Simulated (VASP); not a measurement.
## TiB2: relaxation of cell and atoms with PBE

Crystal: TiB2.

```xyz
3
Lattice="2.8200 0.0000 0.0000 -1.4100 2.4422 0.0000 0.0000 0.0000 4.5120" Properties=species:S:1:pos:R:3 pbc="T T T"
Ti    0.0000    0.0000    0.0000
B     0.0000    1.6281    1.1280
B     1.4100    0.8141    3.3840
```

```yaml
Program: VASP 6.6.1
Task: relaxation of cell and atoms
Functional: PBE
Potentials_or_basis: VASP PAW PBE potentials, release 64 (Ti_sv, B)
Cutoff: 600 eV
k_mesh: 9 × 9 × 5
Occupations: methfessel-paxton, width 0.05 eV
Spin: no spin polarisation
Dipole_correction: no
Further_INCAR_settings: ALGO = Normal; EDIFF = 1e-06; IBRION = 2; EDIFFG = -0.03; NSW = 80; ISIF = 3
```

| Item | Value |
| --- | --- |
| Relaxed volume | 13.30 Å³/atom |
| Relaxed cell | a = 3.666 Å, b = 3.666 Å, c = 3.430 Å, α = 90.00°, β = 90.00°, γ = 120.00° |
| Space group after relaxing (to 0.1 Å) | P-3m1 (No. 164) |
| Pressure after relaxing | -0.1 GPa |
| Largest force after relaxing | 0.015 eV/Å |
| Band gap on the k mesh | zero (bands 9 and 10 overlap by 1.44 eV) |

Forces in eV/Å, atoms in the order of the input:
```
Ti   0.000  0.000  0.000
B    0.000  0.000 -0.015
B    0.000  0.000  0.015
```

Stress tensor (GPa, compression positive):
```
-0.30  0.00  0.00
 0.00 -0.30  0.00
 0.00  0.00  0.20
```

Final structure:
```
Ti B
1.0
     3.66565    0.00000    0.00000
    -1.83282    3.17454    0.00000
     0.00000    0.00000    3.42969
Ti B
1 2
Direct
  0.00000 0.00000 0.00000
  0.33333 0.66667 0.92188
  0.66667 0.33333 0.07812
```

Levels at points of the mesh, in eV from the Fermi level:
```
           k point  band 6  band 7  band 8  band 9  band 10  band 11  band 12  band 13
(0.00, 0.00, 0.00)   -4.45   -4.45   -1.27   -0.33     1.67     1.70     1.70     4.03
```

Wall time 7 min on 1 thread of Intel(R) Xeon(R) Platinum 8488C (Sapphire Rapids) (shared host), peak memory 0.19 GiB.

Caveat: the volume moved by over 15 % at a fixed basis, so the end points are rough.
